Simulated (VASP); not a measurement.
# SnO: single point with PBE

SnO:

```xyz
4
Lattice="3.9445 0.0000 0.0000 0.0000 3.9445 0.0000 0.0000 0.0000 5.0719" Properties=species:S:1:pos:R:3 pbc="T T T"
Sn   -0.2550    1.9723    1.1589
Sn    2.2273    0.0000    3.9131
O     0.0275    0.0000    0.0000
O     1.9448    1.9723    0.0000
```

```yaml
Program: VASP 6.6.1
Task: single point
Functional: PBE
Potentials_or_basis: VASP PAW PBE potentials, release 64 (Sn_d, O)
Cutoff: 520 eV
k_mesh: 10 × 10 × 8
Occupations: gaussian, width 0.05 eV
Spin: no spin polarisation
Dipole_correction: no
Further_INCAR_settings: ALGO = Normal; EDIFF = 1e-06; NBANDS = 28
```

```json
{
 "Pressure": "-0.5 GPa",
 "Largest force": "1.204 eV/Å",
 "Band gap on the k mesh": "0.78 eV, indirect (least direct gap 1.80 eV)"
}
```

Forces in eV/Å, atoms in the order of the input:
```
Sn   1.182  0.000  0.225
Sn  -1.182  0.000 -0.225
O    0.009  0.000  0.414
O   -0.009  0.000 -0.414
```

Stress tensor (GPa, compression positive):
```
 0.35  0.00  5.01
 0.00 -2.80  0.00
 5.01  0.00  0.91
```

Levels at points of the mesh, in eV from the valence-band top:
```
           k point  band 18  band 19  band 20  band 21  band 22  band 23
(0.00, 0.00, 0.00)    -2.59    -2.57    -0.01     1.79     4.02     4.78
(0.50, 0.00, 0.00)    -3.89    -2.57    -1.55     2.96     3.26     5.47
(0.00, 0.50, 0.00)    -4.01    -2.08    -2.08     2.96     2.96     5.46
(0.50, 0.50, 0.00)    -2.02    -1.64    -1.64     0.78     0.78     4.67
(0.00, 0.00, 0.50)    -2.64    -2.59    -1.64     1.59     3.27     3.78
(0.50, 0.00, 0.50)    -3.89    -1.58    -1.03     2.48     2.63     4.71
(0.00, 0.50, 0.50)    -4.05    -1.33    -1.33     2.55     2.55     5.52
(0.50, 0.50, 0.50)    -2.16    -2.01    -2.01     2.83     2.83     3.76
```

Wall time 6 min on 1 thread of Intel(R) Xeon(R) Platinum 8488C (Sapphire Rapids), with other jobs on the host, peak memory 0.51 GiB.

Caveat: spin-orbit coupling is left out, which moves the levels of the heavy elements; forces of over 1 eV/Å act on the atoms, so gaps and moduli don't describe the material at rest. A k mesh can miss the band edges.
